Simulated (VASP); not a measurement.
Runs of VASP 6.6.1 on Y. The structure is that of space group P6_3/mmc (No. 194), or close to it. The cells are those of the table. 

| cell | gap on the mesh (eV) | pressure (GPa) |
| --- | --- | --- |
| a = 3.788, b = 3.788, c = 5.951 Å, angles 90.0, 90.0, 120.0°, 2 atoms | none | -4.1 |
| a = 3.547, b = 3.547, c = 5.574 Å, angles 90.0, 90.0, 120.0°, 2 atoms | none | 3.3 |
| a = 3.695, b = 3.695, c = 5.806 Å, angles 90.0, 90.0, 120.0°, 2 atoms | none | (b) |
| a = 3.742, b = 3.742, c = 5.880 Å, angles 90.0, 90.0, 120.0°, 2 atoms | none | (a) |
| a = 3.647, b = 3.647, c = 5.731 Å, angles 90.0, 90.0, 120.0°, 2 atoms | none | -0.3 |

Alike in all rows: task single point; level PBE; potentials or basis VASP PAW PBE potentials, release 64 (Y_sv); no spin polarisation; k mesh 9 × 9 × 5; cutoff (eV) 520; smearing methfessel-paxton 0.1 eV.

Q: Fill in the values left out.

A: (a) -3.0; (b) -1.8.

A k mesh can miss the band edges, and the runs leave out spin-orbit coupling on Y.

A gap of «none» marks levels without a gap at the run's occupations.
